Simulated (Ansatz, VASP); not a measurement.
**Two plane-wave programs on SnSe**

INCAR

```
SYSTEM = SnSe
PREC = Accurate
ENCUT = 600
EDIFF = 1E-6
ISMEAR = 0
SIGMA = 0.02
LREAL = .False.
LASPH = .True.
NELM = 60
ALGO = Normal
ISIF = 3
LWAVE = .False.
LCHARG = .False.
GGA = PE
IVDW = 12
IBRION = 2
NSW = 90
EDIFFG = -0.02
```

KPOINTS

```
regular mesh
0
Gamma
  8 8 8
  0 0 0
```

Contents of POSCAR:

```
SnSe
1.0
    0.0000000000      3.0100000000      3.0100000000
    3.0100000000      0.0000000000      3.0100000000
    3.0100000000      3.0100000000      0.0000000000
Sn Se
1 1
Direct
    0.0000000000      0.0000000000      0.0000000000
    0.5000000000      0.5000000000      0.5000000000
```

Input for Ansatz:

```yaml
crystal:
  lattice:
    - [0.0, 3.01, 3.01]
    - [3.01, 0.0, 3.01]
    - [3.01, 3.01, 0.0]
  atoms:
    - { symbol: Sn, position: [0.0, 0.0, 0.0] }
    - { symbol: Se, position: [0.5, 0.5, 0.5] }
basis:
  ecutwfc: 420
kpoints:
  mp_grid: { grid: [8, 8, 8] }
hamiltonian:
  xc: pbe
  dispersion: d3bj
scf:
  occupations: { method: gaussian, width: 0.02 }
output:
  forces: true
  stress: true
  eigenvalues: true
relax:
  adjacent_minimum: "off"
  f_tol: 0.02
  max_steps: 70
  cell: { stress_tol: 0.1 }
```

Alike in both runs: task relaxation of cell and atoms; functional PBE; dispersion D3(BJ); k mesh 8 × 8 × 8; occupations gaussian, width 0.02 eV; no spin polarisation.

|  | VASP | Ansatz |
| --- | --- | --- |
| version | VASP 6.6.1 | Ansatz 0.2.0 |
| potentials or method | VASP PAW PBE potentials, release 64 (Sn_d, Se), cutoff 600 eV | scalar-relativistic, plane waves, PAW |
| valence electrons in the cell | 20 | 30 |

VASP gave:

```
gap on the k mesh at the Fermi level, each at its own relaxed structure (eV) : 0.69
relaxed volume (Å³/atom)                                                     : 26.65
relaxed length of the cell vector where the two differ most in proportion (Å)              : 4.224
```

Q: Which values does Ansatz return?

A: gap on the k mesh at the Fermi level, each at its own relaxed structure (eV): 0.69; relaxed volume (Å³/atom): 26.64; relaxed length of the cell vector where the two differ most in proportion (Å): 4.224.

VASP's potentials hold 20 valence electrons a cell and Ansatz's 30, so a difference there can come from the potentials and not from the codes. Ansatz's warnings: relaxed geometry near dispersion switch.
